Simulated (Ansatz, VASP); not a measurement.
# Hf: VASP beside Ansatz

```xyz
1
Lattice="0.0000 2.3459 2.3459 2.3459 0.0000 2.3459 2.3459 2.3459 0.0000" Properties=species:S:1:pos:R:3 pbc="T T T"
Hf    0.0000    0.0000    0.0000
```

Alike in both runs: task single point; functional revPBE; k mesh 14 × 14 × 14; occupations fermi-dirac, width 0.1 eV; no spin polarisation.

|  | VASP | Ansatz |
| --- | --- | --- |
| version | VASP 6.6.1 | Ansatz 0.2.0 |
| potentials or method | VASP PAW PBE potentials, release 64 (Hf_pv), cutoff 520 eV | plane waves (420 eV) with PAW, scalar-relativistic |
| valence electrons in the cell | 10 | 26 |

Ansatz gave:

- pressure (GPa): -9.2

**Question.** Estimate VASP's values.

**Answer.** Pressure (GPa): -9.6.

VASP's potentials were made for PBE, not for revPBE. With one functional, cell and mesh, what is left measures potentials, basis and numerics. VASP's potentials hold 10 valence electrons a cell and Ansatz's 26, so a difference there can come from the potentials and not from the codes.

Spin-orbit coupling is off throughout.
